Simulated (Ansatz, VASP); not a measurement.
## InGaP2: VASP beside Ansatz

```
In Ga P
1.0
     5.64982    0.00000    0.00000
     0.00000   -5.64982    0.00000
     0.00000    0.00000   -5.68836
In Ga P
2 2 4
Direct
  0.00000 0.50000 0.50000
  0.50000 0.00000 0.50000
  0.50000 0.50000 0.00000
  0.00000 0.00000 0.00000
  0.25000 0.25000 0.22855
  0.75000 0.75000 0.22855
  0.75000 0.25000 0.77145
  0.25000 0.75000 0.77145
```

Alike in both runs: functional PBEsol; k mesh 4 × 4 × 4; occupations gaussian, width 0.1 eV; no spin polarisation.

Ansatz relaxed the structure, and its values are those at the end. VASP's run is a single point on that final structure, the one shown.

```csv
,VASP,Ansatz
version,VASP 6.6.1,Ansatz 0.2.0
potentials or method,"VASP PAW PBE potentials, release 64 (In_d, Ga_d, P), cutoff 520 eV","scalar-relativistic, plane waves, PAW"
valence electrons in the cell,72,72
```

Ansatz gave:

| Property | Result |
| --- | --- |
| gap on the k mesh at the Fermi level (eV) | 0.89 |
| least direct gap on the mesh (eV) | 0.89 |
| pressure (GPa) | -0.2 |
| rms of the force components (eV/Å) | 0.011 |

Question: What did VASP give for the same quantities?

Answer: gap on the k mesh at the Fermi level (eV): 0.89; least direct gap on the mesh (eV): 0.89; pressure (GPa): -0.2; rms of the force components (eV/Å): 0.009.

VASP's potentials were made for PBE, not for PBEsol.
